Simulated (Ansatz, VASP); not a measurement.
# KI: VASP beside Ansatz

```xyz
2
Lattice="0.0000 3.5598 3.5246 3.5598 0.0000 3.5246 3.5598 3.5598 0.0000" Properties=species:S:1:pos:R:3 pbc="T T T"
K     0.0000    0.0000    0.0000
I     3.5598    3.5598    3.5246
```

Change from the starting cell: x and y stretched by +1 %, z held, crystal datasets.

Alike in both runs: task electric field gradients; functional PBE; k mesh 8 × 8 × 8; occupations fermi-dirac, width 0.01 eV; no spin polarisation.

```csv
,VASP,Ansatz
version,VASP 6.6.1,Ansatz 0.2.0
potentials or method,"VASP PAW PBE potentials, release 64 (K_sv, I), cutoff 520 eV","all-electron PAW with datasets made for the crystal, scalar-relativistic"
```

```csv
,VASP,Ansatz,Ansatz less VASP
gap on the k mesh at the Fermi level (eV),3.93,3.94,+0.003
pressure (GPa),0.4,0.4,-0.02
"traceless stress, the component that is largest in VASP (GPa)",0.17,0.17,-0.002
size of Vzz on the site where it differs most (V/Å²),2.1,2.0,-0.10
```

Ansatz ran all-electron here, and VASP with PAW potentials.

Spin-orbit coupling is off throughout.
